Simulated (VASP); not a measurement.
Wanted: the native input for a VASP 6.6.1 run.

```
Task                   : single point
Functional             : r2SCAN
Potentials or basis    : VASP PAW PBE potentials, release 64 (Ti_sv, B)
Cutoff                 : 520 eV
k mesh                 : 20 × 20 × 20
Occupations            : gaussian, width 0.15 eV
Spin                   : no spin polarisation
Dipole correction      : no
Further INCAR settings : ALGO = Normal; EDIFF = 1e-06; NBANDS = 14
```

The system is TiB.

```
CELL_PARAMETERS angstrom
0.00000 2.20605 1.99595
2.20605 0.00000 1.99595
2.20605 2.20605 0.00000
ATOMIC_POSITIONS crystal
Ti 0.75000 0.75000 0.75000
B 0.00000 0.00000 0.00000
```

This cell differs from its parent crystal: strain +0.050 along x and y, -0.050 along z.

The input as run:

POSCAR

```
TiB
1.0
    0.0000000000      2.2060500000      1.9959500000
    2.2060500000      0.0000000000      1.9959500000
    2.2060500000      2.2060500000      0.0000000000
Ti B
1 1
Direct
    0.7500000000      0.7500000000      0.7500000000
    0.0000000000      0.0000000000      0.0000000000
```

INCAR.step1

```
ALGO = Normal ; EDIFF = 1E-4
ENCUT = 520 ; GGA = PE
ISMEAR = 0 ; LASPH = T
LCHARG = F ; LREAL = F
LWAVE = T ; NBANDS = 14
NELM = 80 ; PREC = Accurate
SIGMA = 0.15
```

INCAR.step2

```
ALGO = Normal ; EDIFF = 1E-6
ENCUT = 520 ; ISIF = 2
ISMEAR = 0 ; ISTART = 1
LASPH = T ; LCHARG = F
LMIXTAU = T ; LREAL = F
LWAVE = F ; METAGGA = R2SCAN
NBANDS = 14 ; NELM = 80
PREC = Accurate ; SIGMA = 0.15
```

KPOINTS

```
k-points
0
Gamma
  20 20 20
```

Potentials or basis: VASP PAW PBE potentials, release 64 (Ti_sv, B).

Command:

```console
$ cat potpaw_PBE.64/Ti_sv/POTCAR potpaw_PBE.64/B/POTCAR > POTCAR
$ cp INCAR.step1 INCAR
$ mpirun -np 1 vasp_std > vasp.out
$ cp INCAR.step2 INCAR
$ mpirun -np 1 vasp_std > vasp.out
```

It gave:

```json
{"Pressure": "101.2 GPa", "Band gap on the k mesh": "zero (an odd number of electrons rules out a gap without spin polarisation)"}
```

Caveat: the cell differs from its parent crystal (strain +0.050 along x and y, -0.050 along z); the stress differs along the axes, from 84 to 110 GPa; the PAW data sets were made with another functional, which shifts forces and pressure a little.

It took 12 min on 1 thread of Intel Xeon 8259CL (shared host), peak memory 0.3 GiB.
